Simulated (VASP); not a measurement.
# Cd (P6_3/mmc) in VASP: single point with PBEsol

Aim: the single point of Cd with PBEsol.

All numbers are computed with VASP 6.6.1; they aren't measurements. Logs are shortened: lines on timing, memory, paths and dates and some standing lists are left out, and cuts for length are marked.

## (1) The cell of the first run

It takes space group P6_3/mmc (No. 194, hexagonal). The conventional cell has a = 2.805 Å, b = 2.805 Å, c = 5.488 Å, α = 90.00°, β = 90.00°, γ = 120.00°. Cd (site symmetry -6m2) has 12 Cd at 2.81 to 3.19 Å within 3.7 Å.

## (2) Single point, PBEsol (18.70 Å³/atom)

Contents of INCAR:

```
PREC = Accurate
ENCUT = 630
EDIFF = 1E-6
ISMEAR = -1
SIGMA = 0.1
LREAL = False
LASPH = True
NELM = 120
ALGO = Normal
ISIF = 2
LWAVE = False
LCHARG = False
GGA = PS
NBANDS = 27
GGA_COMPAT = False
```

Contents of KPOINTS:

```
Automatic mesh
0
Gamma
  20 20 9
```

Contents of POSCAR:

```
Cd
1.0
    2.8052488838      0.0000000000      0.0000000000
   -1.4026244419      2.4294167973      0.0000000000
    0.0000000000      0.0000000000      5.4879041361
Cd
2
Direct
    0.3333333333      0.6666666667      0.2500000000
    0.6666666667      0.3333333333      0.7500000000
```

Potentials or basis: VASP PAW PBE potentials, release 64 (Cd_sv_GW).

Run with:

```
cat potpaw_PBE.64/Cd_sv_GW/POTCAR > POTCAR
mpirun -np 1 vasp_std > vasp.out
```

OUTCAR:

```text
PREC = Accurate
   ENCUT = 630
   EDIFF = 1E-6
   ISMEAR = -1
   LREAL = False
   LASPH = True
   NELM = 120
   ISIF = 2
   GGA = PS

 ion  position               nearest neighbor table
   1  0.333  0.667  0.250-
   2  0.667  0.333  0.750-

  LATTYP: Found a hexagonal cell.
 ALAT       =     2.8052488838
 C/A-ratio  =     1.9562984831

  Lattice vectors:

 A1 = (   2.8052488838,   0.0000000000,   0.0000000000)
 A2 = (  -1.4026244419,   2.4294167973,   0.0000000000)
 A3 = (   0.0000000000,   0.0000000000,   5.4879041361)

Analysis of symmetry for initial positions (statically):
=====================================================================
 Subroutine PRICEL returns:
 Original cell was already a primitive cell.

 Routine SETGRP: Setting up the symmetry group for a
 hexagonal supercell.

 Subroutine GETGRP returns: Found 24 space group operations
 (whereof 12 operations were pure point group operations)
 out of a pool of 24 trial point group operations.

The static configuration has the point symmetry D_3d.
 The point group associated with its full space group is D_6h.

Analysis of symmetry for dynamics (positions and initial velocities):
=====================================================================
 Subroutine PRICEL returns:
 Original cell was already a primitive cell.

 Routine SETGRP: Setting up the symmetry group for a
 hexagonal supercell.

 Subroutine GETGRP returns: Found 24 space group operations
 (whereof 12 operations were pure point group operations)
 out of a pool of 24 trial point group operations.

The dynamic configuration has the point symmetry D_3d.
 The point group associated with its full space group is D_6h.

 Subroutine INISYM returns: Found 24 space group operations
 (whereof 12 operations are pure point group operations),
 and found     1 'primitive' translations

----------------------------------------------------------------------------------------

                                     Primitive cell

  volume of cell :      37.4007

  direct lattice vectors                    reciprocal lattice vectors
     2.805248884  0.000000000  0.000000000     0.356474609  0.205810712  0.000000000
    -1.402624442  2.429416797  0.000000000     0.000000000  0.411621423  0.000000000
     0.000000000  0.000000000  5.487904136     0.000000000  0.000000000  0.182218926

  length of vectors
     2.805248884  2.805248884  5.487904136     0.411621423  0.411621423  0.182218926

  position of ions in fractional coordinates (direct lattice)
     0.333333333  0.666666667  0.250000000
     0.666666667  0.333333333  0.750000000

  ion indices of the primitive-cell ions
   primitive index   ion index
                 1           1
                 2           2

----------------------------------------------------------------------------------------

 KPOINTS: Automatic mesh

Automatic generation of k-mesh.
 Grid dimensions read from file:
 generate k-points for:   20   20    9

 Generating k-lattice:

  Cartesian coordinates                     Fractional coordinates (reciprocal lattice)
     0.017823730  0.010290536  0.000000000     0.050000000  0.000000000  0.000000000
     0.000000000  0.020581071  0.000000000     0.000000000  0.050000000  0.000000000
     0.000000000  0.000000000  0.020246547     0.000000000  0.000000000  0.111111111

  Length of vectors
     0.020581071  0.020581071  0.020246547

  Shift w.r.t. Gamma in fractional coordinates (k-lattice)
     0.000000000  0.000000000  0.000000000

 Subroutine IBZKPT returns following result:
 ===========================================

 Found    220 irreducible k-points:

 Following reciprocal coordinates:
            Coordinates               Weight
  0.000000  0.000000  0.000000      1.000000
  0.050000 -0.000000  0.000000      6.000000
  0.100000 -0.000000  0.000000      6.000000
  0.150000  0.000000  0.000000      6.000000
  0.200000 -0.000000  0.000000      6.000000
  0.250000 -0.000000  0.000000      6.000000
[... 16 lines left out ...]
  0.200000  0.100000  0.000000     12.000000
  0.250000  0.100000  0.000000     12.000000
 [... further k-points ...]
   k-points           NKPTS =    220   k-points in BZ     NKDIM =    220   number of bands    NBANDS=     27
   number of dos      NEDOS =    301   number of ions     NIONS =      2
   total plane-waves  NPLWV =  27648
   dimension x,y,z NGX =    24 NGY =   24 NGZ =   48
   dimension x,y,z NGXF=    48 NGYF=   48 NGZF=   96
   ions per type =               2
   NGX,Y,Z   is equivalent  to a cutoff of  14.22, 14.22, 14.54 a.u.
   NGXF,Y,Z  is equivalent  to a cutoff of  28.45, 28.45, 29.08 a.u.
 SYSTEM =  unknown system
   PREC   = accura    normal or accurate (medium, high low for compatibility)
   ISTART =      0    job   : 0-new  1-cont  2-samecut
   ICHARG =      2    charge: 1-file 2-atom 10-const
   ISPIN  =      1    spin polarized calculation?
   LNONCOLLINEAR =      F non collinear calculations
   LSORBIT =      F    spin-orbit coupling
   LASPH  =      T    aspherical Exc in radial PAW
   ENCUT  =  630.0 eV  46.30 Ry    6.80 a.u.   5.74  5.74 11.23*2*pi/ulx,y,z
   NELM   =    120;   NELMIN=  2; NELMDL= -5     # of ELM steps
   EDIFF  = 0.1E-05   stopping-criterion for ELM
   LREAL  =      F    real-space projection
   EDIFFG = 0.1E-04   stopping-criterion for IOM
   NSW    =      0    number of steps for IOM
   IBRION =     -1    ionic relax: 0-MD 1-quasi-New 2-CG
   NFREE  =      0    steps in history (QN), initial steepest desc. (CG)
   ISIF   =      2    stress and relaxation
   ISYM   =      2    0-nonsym 1-usesym 2-fastsym
   POTIM  = 0.5000    time-step for ionic-motion
   TEBEG  =    0.0;   TEEND  =   0.0 temperature during run
   PSTRESS=    0.0 pullay stress
   NELECT =      40.0000    total number of electrons
   NUPDOWN=      -1.0000    fix difference up-down
   EMIN   =  10.00;   EMAX   =-10.00  energy-range for DOS
   EFERMI =   0.00;   METHOD = LEGACY
   ISMEAR =    -1;   SIGMA  =   0.10  broadening in eV -4-tet -1-fermi 0-gaus
   EFERMI_NEDOS =   21; number of points for ismear=-14 and -15
   IALGO  =     38    algorithm
   IMIX   =      4    mixing-type and parameters
     AMIX     =   0.40;   BMIX     =  1.00
     AMIX_MAG =   1.60;   BMIX_MAG =  1.00
  volume/ion in A,a.u.               =      18.70       126.20
  Fermi-wavevector in a.u.,A,eV,Ry     =   1.674178  3.163737 38.135368  2.802870
  Thomas-Fermi vector in A             =   2.759019
   LORBIT       =      0    0 simple, 1 ext, 2 COOP (PROOUT), +10 PAW based schemes
   GGA     = PS    functional components
   LHFCALC =     F    Hartree Fock is set to
   AEXX    =    0.0000 exact exchange contribution
   IVDW    =     0    specifies the selected vdW correction
   LEPSILON=     F    determine dielectric tensor
   LRPA    =     F    only Hartree local field effects (RPA)
 non-spin polarized calculation
  energy-cutoff  :      630.00
  volume of cell :       37.40
 maximum number of plane-waves:      1360
 NGX is ok and might be reduce to    24
   NGX = 11   NGY = 11   NGZ = 23

 number of electron      39.9999989 magnetization

 Free energy of the ion-electron system (eV)
  ---------------------------------------------------
  ext. energy  EPLUGINS =         0.00000000
  ---------------------------------------------------
  free energy    TOTEN  =        -2.35642210 eV

  energy without entropy =       -2.34288361  energy(sigma->0) =       -2.34965285

 E-fermi :   8.0341     XC(G=0): -12.3026

 val. band max:        8.0072872061   @ k =   0.3500   0.3000   0.0000
 cond. band min:       8.0608231588   @ k =   0.3500   0.3000   0.0000
 fundamental gap:      0.0535359527
 Fermi energy:         8.0341067019

 k-point     1 :       0.0000    0.0000    0.0000
  band No.  band energies     occupation
      1     -95.3073      2.00000
      2     -95.3053      2.00000
      3     -56.3836      2.00000
      4     -56.3518      2.00000
      5     -56.3243      2.00000
      6     -56.3243      2.00000
[... 19 lines left out ...]
     26      24.8611      0.00000
     27      24.8617      0.00000

 k-point     2 :       0.0500   -0.0000    0.0000
  band No.  band energies     occupation
      1     -95.3070      2.00000
      2     -95.3050      2.00000
      3     -56.3831      2.00000
      4     -56.3516      2.00000
      5     -56.3271      2.00000
      6     -56.3251      2.00000
[... 19 lines left out ...]
     26      24.1851      0.00000
     27      24.5241      0.00000

 k-point     3 :       0.1000   -0.0000    0.0000
  band No.  band energies     occupation
      1     -95.3063      2.00000
      2     -95.3043      2.00000
      3     -56.3817      2.00000
      4     -56.3512      2.00000
      5     -56.3350      2.00000
      6     -56.3321      2.00000
[... 19 lines left out ...]
     26      23.4171      0.00000
     27      24.5877      0.00000

 k-point     4 :       0.1500    0.0000    0.0000
  band No.  band energies     occupation
      1     -95.3050      2.00000
      2     -95.3032      2.00000
      3     -56.3795      2.00000
      4     -56.3507      2.00000
      5     -56.3475      2.00000
      6     -56.3446      2.00000
[... 19 lines left out ...]
     26      23.2933      0.00000
     27      23.3467      0.00000
[... 516 lines left out ...]
      4     -56.3672      2.00000
      5     -56.3653      2.00000
      6     -56.3498      2.00000
[... 19 lines left out ...]
     26      21.8764      0.00000
     27      22.7557      0.00000

 k-point    23 :       0.2000    0.1000    0.0000
  band No.  band energies     occupation
      1     -95.3012      2.00000
      2     -95.2998      2.00000
      3     -56.3826      2.00000
      4     -56.3806      2.00000
      5     -56.3721      2.00000
      6     -56.3494      2.00000
[... 19 lines left out ...]
     26      21.0495      0.00000
     27      22.0717      0.00000

 k-point    24 :       0.2500    0.1000    0.0000
  band No.  band energies     occupation
      1     -95.2996      2.00000
      2     -95.2984      2.00000
      3     -56.3981      2.00000
      4     -56.3958      2.00000
      5     -56.3687      2.00000
      6     -56.3491      2.00000
[... 19 lines left out ...]
     26      21.5040      0.00000
     27      21.8633      0.00000

 [... further k-points ...]

------------------------ aborting loop because EDIFF is reached ----------------------------------------

  FORCE on cell =-STRESS in cart. coord.  units (eV):
  Direction    XX          YY          ZZ          XY          YZ          ZX
  --------------------------------------------------------------------------------------
  -------------------------------------------------------------------------------------
  Total        3.1440155      3.1440155      1.5299826      0.0000000     -0.0000000      0.0000000
  in kB      134.6837866    134.6837866     65.5416146      0.0000000     -0.0000000      0.0000000
  external PRESSURE =     111.6363959 kB  Pullay stress =       0.0000000 kB

 VOLUME and BASIS-vectors are now :
 -----------------------------------------------------------------------------
  energy-cutoff  :      630.00
  volume of cell :       37.40
      direct lattice vectors                 reciprocal lattice vectors
     2.805248884  0.000000000  0.000000000     0.356474609  0.205810712  0.000000000
    -1.402624442  2.429416797  0.000000000     0.000000000  0.411621423  0.000000000
     0.000000000  0.000000000  5.487904136     0.000000000  0.000000000  0.182218926

 POSITION                                       TOTAL-FORCE (eV/Angst)
 -----------------------------------------------------------------------------------
     -0.00000      1.61961      1.37198         0.000000     -0.000000     -0.000000
      1.40262      0.80981      4.11593        -0.000000      0.000000      0.000000
 -----------------------------------------------------------------------------------
    total drift:                               -0.000000      0.000000      0.000000

  FREE ENERGIE OF THE ION-ELECTRON SYSTEM (eV)
  ---------------------------------------------------
  free  energy   TOTEN  =        -2.3564220975 eV

  energy  without entropy=       -2.3428836081  energy(sigma->0) =       -2.34965285
```

Run time: 3.2 min. Hardware: 1 thread of AMD EPYC 7R13 (Zen 3), shared host; peak memory 0.37 GiB.

What came out:

* Free energy: -2.3564 eV
* Pressure: 11.2 GPa
* Band gap on the k mesh: zero (bands 20 and 21 overlap by 4.83 eV)

Stress tensor (GPa, compression positive):
```
13.47  0.00  0.00
 0.00 13.47  0.00
 0.00  0.00  6.55
```

Caveat: the stress differs along the axes, from 7 to 13 GPa; the PAW data sets were made with another functional, which shifts forces and pressure a little.

The gap in the log of VASP goes by the Fermi energy; the results here count the filled bands.